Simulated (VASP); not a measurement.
# MgPb2S3 (P3m1) in VASP: notebook

The runs below take MgPb2S3 through single point, relaxation of cell and atoms, with PBEsol, r2SCAN+rVV10.

All numbers are computed with VASP 6.6.1; they aren't measurements. Logs are shortened: lines on timing, memory, paths and dates and some standing lists are left out, and cuts for length are marked.

### Step 1. The cell of the first run

The structure is trigonal, space group P3m1 (No. 156). The conventional cell has a = 4.081 Å, b = 4.081 Å, c = 12.219 Å, α = 90.00°, β = 90.00°, γ = 120.00°. Mg (site symmetry 3m) has 4 S at 2.44 to 2.54 Å within 3.2 Å. Within 3.6 Å of Pb (site symmetry 3m) lie 4 S at 2.73 to 3.08 Å. Pb (site symmetry 3m) has 4 S at 2.75 to 3.15 Å within 3.6 Å. S (site symmetry 3m) has 4 Pb at 2.75 to 3.08 Å within 3.6 Å. Within 3.2 Å of S (site symmetry 3m) lie 3 Mg at 2.44 Å and 1 Pb at 3.15 Å. S (site symmetry 3m) has 1 Mg at 2.54 Å and 3 Pb at 2.73 Å within 3.3 Å.

### Step 2. Single point, PBEsol

INCAR reads:

```
SYSTEM = MgPb2S3
PREC = Accurate ; ENCUT = 520
EDIFF = 1E-7 ; ISMEAR = -1
SIGMA = 0.03 ; LREAL = .False.
LASPH = .True. ; NELM = 100
ALGO = Normal ; ISIF = 2
LWAVE = .False. ; LCHARG = .True.
GGA = PS ; LELF = .True.
LVHAR = .True. ; NBANDS = 33
```

KPOINTS reads:

```
regular mesh
0
Gamma
  6 6 2
  0 0 0
```

POSCAR reads:

```
MgPb2S3
1.0
    4.0814632573      0.0000000000      0.0000000000
   -2.0407316287      3.5346508654      0.0000000000
    0.0000000000      0.0000000000     12.2194539515
Mg Pb S
1 2 3
Direct
    0.3333333333      0.6666666667      0.6684573327
    0.0000000000      0.0000000000      0.9897662221
    0.6666666667      0.3333333333      0.3578714247
    0.0000000000      0.0000000000      0.2421919150
    0.6666666667      0.3333333333      0.6155201403
    0.3333333333      0.6666666667      0.8761929651
```

Potentials or basis: VASP PAW PBE potentials, release 64 (Mg, Pb_d, S).

Command:

```bash
cat potpaw_PBE.64/Mg/POTCAR potpaw_PBE.64/Pb_d/POTCAR potpaw_PBE.64/S/POTCAR > POTCAR
mpirun -np 1 vasp_std > vasp.out
```

OUTCAR:

```text
SYSTEM = MgPb2S3
   PREC = Accurate
   ENCUT = 520
   EDIFF = 1E-7
   ISMEAR = -1
   LREAL = .False.
   LASPH = .True.
   NELM = 100
   ISIF = 2
   GGA = PS

 ion  position               nearest neighbor table
   1  0.333  0.667  0.668-   5 2.44   5 2.44   5 2.44   6 2.54
   2  0.000  0.000  0.990-   6 2.73   6 2.73   6 2.73   4 3.08
   3  0.667  0.333  0.358-   4 2.75   4 2.75   4 2.75   5 3.15
   4  0.000  0.000  0.242-   3 2.75   3 2.75   3 2.75   2 3.08
   5  0.667  0.333  0.616-   1 2.44   1 2.44   1 2.44   3 3.15
   6  0.333  0.667  0.876-   1 2.54   2 2.73   2 2.73   2 2.73

  LATTYP: Found a hexagonal cell.
 ALAT       =     4.0814632573
 C/A-ratio  =     2.9938904704

  Lattice vectors:

 A1 = (   4.0814632573,   0.0000000000,   0.0000000000)
 A2 = (  -2.0407316287,   3.5346508654,   0.0000000000)
 A3 = (   0.0000000000,   0.0000000000,  12.2194539515)

Analysis of symmetry for initial positions (statically):
=====================================================================
 Subroutine PRICEL returns:
 Original cell was already a primitive cell.

 Routine SETGRP: Setting up the symmetry group for a
 hexagonal supercell.

 Subroutine GETGRP returns: Found  6 space group operations
 (whereof  6 operations were pure point group operations)
 out of a pool of 24 trial point group operations.

The static configuration has the point symmetry C_3v.

Analysis of symmetry for dynamics (positions and initial velocities):
=====================================================================
 Subroutine PRICEL returns:
 Original cell was already a primitive cell.

 Routine SETGRP: Setting up the symmetry group for a
 hexagonal supercell.

 Subroutine GETGRP returns: Found  6 space group operations
 (whereof  6 operations were pure point group operations)
 out of a pool of 24 trial point group operations.

The dynamic configuration has the point symmetry C_3v.

 Subroutine INISYM returns: Found  6 space group operations
 (whereof  6 operations are pure point group operations),
 and found     1 'primitive' translations

----------------------------------------------------------------------------------------

                                     Primitive cell

  volume of cell :     176.2845

  direct lattice vectors                    reciprocal lattice vectors
     4.081463257  0.000000000  0.000000000     0.245010168  0.141456687  0.000000000
    -2.040731629  3.534650865  0.000000000     0.000000000  0.282913373  0.000000000
     0.000000000  0.000000000 12.219453952     0.000000000  0.000000000  0.081836717

  length of vectors
     4.081463257  4.081463257 12.219453952     0.282913373  0.282913373  0.081836717

  position of ions in fractional coordinates (direct lattice)
     0.333333333  0.666666667  0.668457333
     0.000000000  0.000000000  0.989766222
     0.666666667  0.333333333  0.357871425
     0.000000000  0.000000000  0.242191915
     0.666666667  0.333333333  0.615520140
     0.333333333  0.666666667  0.876192965

  ion indices of the primitive-cell ions
   primitive index   ion index
                 1           1
                 2           2
                 3           3
                 4           4
                 5           5
                 6           6

----------------------------------------------------------------------------------------

 KPOINTS: regular mesh

Automatic generation of k-mesh.
 Grid dimensions read from file:
 generate k-points for:    6    6    2

 Generating k-lattice:

  Cartesian coordinates                     Fractional coordinates (reciprocal lattice)
     0.040835028  0.023576114  0.000000000     0.166666667  0.000000000  0.000000000
     0.000000000  0.047152229  0.000000000     0.000000000  0.166666667  0.000000000
     0.000000000  0.000000000  0.040918359     0.000000000  0.000000000  0.500000000

  Length of vectors
     0.047152229  0.047152229  0.040918359

  Shift w.r.t. Gamma in fractional coordinates (k-lattice)
     0.000000000  0.000000000  0.000000000

 Subroutine IBZKPT returns following result:
 ===========================================

 Found     14 irreducible k-points:

 Following reciprocal coordinates:
            Coordinates               Weight
  0.000000  0.000000  0.000000      1.000000
  0.166667  0.000000  0.000000      6.000000
  0.333333 -0.000000  0.000000      6.000000
  0.500000 -0.000000  0.000000      3.000000
  0.166667  0.166667  0.000000      6.000000
  0.333333  0.166667  0.000000     12.000000
  0.333333  0.333333  0.000000      2.000000
  0.000000  0.000000  0.500000      1.000000
  0.166667  0.000000  0.500000      6.000000
  0.333333 -0.000000  0.500000      6.000000
  0.500000 -0.000000  0.500000      3.000000
  0.166667  0.166667  0.500000      6.000000
  0.333333  0.166667  0.500000     12.000000
  0.333333  0.333333  0.500000      2.000000
   k-points           NKPTS =     14   k-points in BZ     NKDIM =     14   number of bands    NBANDS=     33
   number of dos      NEDOS =    301   number of ions     NIONS =      6
   total plane-waves  NPLWV =  86400
   dimension x,y,z NGX =    30 NGY =   30 NGZ =   96
   dimension x,y,z NGXF=    60 NGYF=   60 NGZF=  192
   ions per type =               1   2   3
   NGX,Y,Z   is equivalent  to a cutoff of  12.22, 12.22, 13.06 a.u.
   NGXF,Y,Z  is equivalent  to a cutoff of  24.44, 24.44, 26.12 a.u.
 SYSTEM =  MgPb2S3
   PREC   = accura    normal or accurate (medium, high low for compatibility)
   ISTART =      0    job   : 0-new  1-cont  2-samecut
   ICHARG =      2    charge: 1-file 2-atom 10-const
   ISPIN  =      1    spin polarized calculation?
   LNONCOLLINEAR =      F non collinear calculations
   LSORBIT =      F    spin-orbit coupling
   LASPH  =      T    aspherical Exc in radial PAW
   ENCUT  =  520.0 eV  38.22 Ry    6.18 a.u.   7.59  7.59 22.72*2*pi/ulx,y,z
   NELM   =    100;   NELMIN=  2; NELMDL= -5     # of ELM steps
   EDIFF  = 0.1E-06   stopping-criterion for ELM
   LREAL  =      F    real-space projection
   EDIFFG = 0.1E-05   stopping-criterion for IOM
   NSW    =      0    number of steps for IOM
   IBRION =     -1    ionic relax: 0-MD 1-quasi-New 2-CG
   NFREE  =      0    steps in history (QN), initial steepest desc. (CG)
   ISIF   =      2    stress and relaxation
   ISYM   =      2    0-nonsym 1-usesym 2-fastsym
   POTIM  = 0.5000    time-step for ionic-motion
   TEBEG  =    0.0;   TEEND  =   0.0 temperature during run
   PSTRESS=    0.0 pullay stress
   NELECT =      48.0000    total number of electrons
   NUPDOWN=      -1.0000    fix difference up-down
   EMIN   =  10.00;   EMAX   =-10.00  energy-range for DOS
   EFERMI =   0.00;   METHOD = LEGACY
   ISMEAR =    -1;   SIGMA  =   0.03  broadening in eV -4-tet -1-fermi 0-gaus
   EFERMI_NEDOS =   21; number of points for ismear=-14 and -15
   IALGO  =     38    algorithm
   IMIX   =      4    mixing-type and parameters
     AMIX     =   0.40;   BMIX     =  1.00
     AMIX_MAG =   1.60;   BMIX_MAG =  1.00
  volume/ion in A,a.u.               =      29.38       198.27
  Fermi-wavevector in a.u.,A,eV,Ry     =   1.061086  2.005161 15.318842  1.125903
  Thomas-Fermi vector in A             =   2.196490
   LORBIT       =      0    0 simple, 1 ext, 2 COOP (PROOUT), +10 PAW based schemes
   GGA     = PS    functional components
   LHFCALC =     F    Hartree Fock is set to
   AEXX    =    0.0000 exact exchange contribution
   IVDW    =     0    specifies the selected vdW correction
   LEPSILON=     F    determine dielectric tensor
   LRPA    =     F    only Hartree local field effects (RPA)
 non-spin polarized calculation
  energy-cutoff  :      520.00
  volume of cell :      176.28
 maximum number of plane-waves:      4779
   NGX = 15   NGY = 15   NGZ = 45

 number of electron      47.9999995 magnetization

 Free energy of the ion-electron system (eV)
  ---------------------------------------------------
  ext. energy  EPLUGINS =         0.00000000
  ---------------------------------------------------
  free energy    TOTEN  =       -26.69512358 eV

  energy without entropy =      -26.69512357  energy(sigma->0) =      -26.69512358

 E-fermi :   3.5044     XC(G=0):  -8.6043

 val. band max:        3.0108336492   @ k =   0.1667   0.0000   0.0000
 cond. band min:       3.9758831066   @ k =   0.5000  -0.0000   0.0000
 fundamental gap:      0.9650494573
 Fermi energy:         3.5043955941

 k-point     1 :       0.0000    0.0000    0.0000
  band No.  band energies     occupation
      1     -13.7515      2.00000
      2     -13.7515      2.00000
      3     -13.6834      2.00000
      4     -13.6512      2.00000
      5     -13.6512      2.00000
      6     -13.3509      2.00000
[... 25 lines left out ...]
     32       9.4595      0.00000
     33       9.8022      0.00000

 k-point     2 :       0.1667    0.0000    0.0000
  band No.  band energies     occupation
      1     -13.7720      2.00000
      2     -13.7348      2.00000
      3     -13.6738      2.00000
      4     -13.6598      2.00000
      5     -13.6526      2.00000
      6     -13.3706      2.00000
[... 25 lines left out ...]
     32       8.9689      0.00000
     33       9.5550      0.00000

 k-point     3 :       0.3333   -0.0000    0.0000
  band No.  band energies     occupation
      1     -13.8151      2.00000
      2     -13.7041      2.00000
      3     -13.6875      2.00000
      4     -13.6523      2.00000
      5     -13.6396      2.00000
      6     -13.4122      2.00000
[... 25 lines left out ...]
     32       8.7971      0.00000
     33       9.7530      0.00000

 k-point     4 :       0.5000   -0.0000    0.0000
  band No.  band energies     occupation
      1     -13.8370      2.00000
      2     -13.6958      2.00000
      3     -13.6923      2.00000
      4     -13.6485      2.00000
      5     -13.6271      2.00000
      6     -13.4331      2.00000
[... 313 lines left out ...]
     32       8.6889      0.00000
     33       9.2368      0.00000

 k-point    13 :       0.3333    0.1667    0.5000
  band No.  band energies     occupation
      1     -13.8238      2.00000
      2     -13.7048      2.00000
      3     -13.6858      2.00000
      4     -13.6571      2.00000
      5     -13.6297      2.00000
      6     -13.4203      2.00000
[... 25 lines left out ...]
     32       9.0949      0.00000
     33       9.4163      0.00000

 k-point    14 :       0.3333    0.3333    0.5000
  band No.  band energies     occupation
      1     -13.8209      2.00000
      2     -13.7099      2.00000
      3     -13.6733      2.00000
      4     -13.6686      2.00000
      5     -13.6298      2.00000
      6     -13.4172      2.00000
[... 25 lines left out ...]
     32       9.4642      0.00000
     33       9.8931      0.00000

------------------------ aborting loop because EDIFF is reached ----------------------------------------

  FORCE on cell =-STRESS in cart. coord.  units (eV):
  Direction    XX          YY          ZZ          XY          YZ          ZX
  --------------------------------------------------------------------------------------
  -------------------------------------------------------------------------------------
  Total       -0.0625356     -0.0625356     -0.0621913      0.0000000     -0.0000000      0.0000000
  in kB       -0.5683603     -0.5683603     -0.5652312      0.0000000     -0.0000000      0.0000000
  external PRESSURE =      -0.5673173 kB  Pullay stress =       0.0000000 kB

 VOLUME and BASIS-vectors are now :
 -----------------------------------------------------------------------------
  energy-cutoff  :      520.00
  volume of cell :      176.28
      direct lattice vectors                 reciprocal lattice vectors
     4.081463257  0.000000000  0.000000000     0.245010168  0.141456687  0.000000000
    -2.040731629  3.534650865  0.000000000     0.000000000  0.282913373  0.000000000
     0.000000000  0.000000000 12.219453952     0.000000000  0.000000000  0.081836717

 POSITION                                       TOTAL-FORCE (eV/Angst)
 -----------------------------------------------------------------------------------
     -0.00000      2.35643      8.16818         0.000000     -0.000000     -0.004568
      0.00000      0.00000     12.09440        -0.000000     -0.000000      0.007457
      2.04073      1.17822      4.37299         0.000000     -0.000000      0.008512
      0.00000      0.00000      2.95945        -0.000000     -0.000000     -0.006928
      2.04073      1.17822      7.52132        -0.000000      0.000000      0.005843
     -0.00000      2.35643     10.70660         0.000000      0.000000     -0.010317
 -----------------------------------------------------------------------------------
    total drift:                                0.000000      0.000000      0.000092

  FREE ENERGIE OF THE ION-ELECTRON SYSTEM (eV)
  ---------------------------------------------------
  free  energy   TOTEN  =       -26.6951235845 eV

  energy  without entropy=      -26.6951235717  energy(sigma->0) =      -26.69512358
```

Wall time 45 s (1 thread of Intel Xeon Platinum 8481C at 2.70GHz (Sapphire Rapids), shared host); peak memory 0.31 GiB.

What came out:

- Free energy: -26.6951 eV
- Pressure: -0.1 GPa
- Largest force: 0.010 eV/Å
- Band gap on the k mesh: 0.97 eV (least direct gap 1.48 eV)

Forces in eV/Å, atoms in the order of the input:
```
Mg   0.000  0.000 -0.005
Pb   0.000  0.000  0.007
Pb   0.000  0.000  0.009
S    0.000  0.000 -0.007
S    0.000  0.000  0.006
S    0.000  0.000 -0.010
```

Caveat: the PAW data sets were made with another functional, which shifts forces and pressure a little; spin-orbit coupling is left out, which moves the levels of the heavy elements. A k mesh can miss the band edges.

(Part 1 of 2 ends here.)
